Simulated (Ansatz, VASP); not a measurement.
## ZnCu in VASP and in Ansatz

Contents of POSCAR:

```
ZnCu
1.0
    1.4611002292     -2.0828763447      0.0000000000
    1.4611002292      2.0828763447      0.0000000000
    0.0000000000      0.0000000000      4.0657838469
Zn Cu
1 1
Direct
    0.5000000000      0.5000000000      0.5000000000
    0.0000000000      0.0000000000      0.0000000000
```

INCAR.step1

```
  PREC = Accurate
  ENCUT = 520
  ISMEAR = 1
  SIGMA = 0.1
  LREAL = F
  LASPH = T
  NELM = 80
  NBANDS = 18
  GGA = PE
  ALGO = Normal
  EDIFF = 1E-4
  LWAVE = T
  LCHARG = F
```

Contents of INCAR.step2:

```
  PREC = Accurate
  ENCUT = 520
  EDIFF = 1E-6
  ISMEAR = 1
  SIGMA = 0.1
  LREAL = F
  LASPH = T
  NELM = 80
  ALGO = Normal
  ISIF = 2
  LWAVE = F
  LCHARG = T
  METAGGA = R2SCAN
  LMIXTAU = T
  LELF = T
  LVHAR = T
  NBANDS = 18
  ISTART = 1
```

Contents of KPOINTS:

```
Automatic mesh
0
Gamma
  12 12 7
```

Input for Ansatz:

```yaml
crystal:
  lattice:
    - [1.46110022922316, -2.0828763447371177, 0.0]
    - [1.46110022922316, 2.0828763447371177, 0.0]
    - [0.0, 0.0, 4.065783846898424]
  atoms:
    - { symbol: Zn, position: [0.5, 0.5, 0.5] }
    - { symbol: Cu, position: [0.0, 0.0, 0.0] }
basis:
  ecutwfc: 653.073269903712
kpoints:
  mp_grid:
    grid: [12, 12, 7]
hamiltonian:
  xc: r2scan
scf:
  occupations:
    method: cold
    width: 0.1
output:
  stress: true
```

Alike in both runs: task single point; functional r2SCAN; k mesh 12 × 12 × 7; no spin polarisation.

|  | VASP | Ansatz |
| --- | --- | --- |
| version | VASP 6.6.1 | Ansatz 0.2.0 |
| potentials or method | VASP PAW PBE potentials, release 64 (Zn, Cu), cutoff 520 eV | plane waves, PAW |
| occupations | methfessel-paxton of order 1, width 0.1 eV | cold, width 0.1 eV |
| valence electrons in the cell | 23 | 31 |

```tsv
	VASP	Ansatz	Ansatz less VASP
pressure (GPa)	2.0	1.4	-0.63
traceless stress, the component that is largest in VASP (GPa)	1.04	1.09	+0.054
```

VASP's potentials were made for PBE, not for r2SCAN. VASP's potentials hold 23 valence electrons a cell and Ansatz's 31, so a difference there can come from the potentials and not from the codes.
